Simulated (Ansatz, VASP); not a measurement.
Na in VASP and in Ansatz

```
Na
1.0
    -1.88055    1.88055    1.88055
     1.88055   -1.88055    1.88055
     1.88055    1.88055   -1.88055
Na
1
Direct
  0.00000 0.00000 0.00000
```

Alike in both runs: task single point; functional RPBE; k mesh 2 × 2 × 2; occupations gaussian, width 0.1 eV; no spin polarisation.

|  | VASP | Ansatz |
| --- | --- | --- |
| version | VASP 6.6.1 | Ansatz 0.2.0 |
| potentials or method | VASP PAW PBE potentials, release 64 (Na_pv), cutoff 500 eV | scalar-relativistic, plane waves, PAW |
| valence electrons in the cell | 7 | 9 |

Ansatz gave:

- gap on the k mesh at the Fermi level (eV): none
- pressure (GPa): 9.3

**Question.** What did VASP give for the same quantities?

**Answer.** gap on the k mesh at the Fermi level (eV): none; pressure (GPa): 9.4.

VASP's potentials were made for PBE, not for RPBE. A gap of «none» marks a metal or a gap that the smearing closes. VASP's potentials hold 7 valence electrons a cell and Ansatz's 9, so a difference there can come from the potentials and not from the codes.

The k mesh is coarse, so the values compare programs but aren't converged.
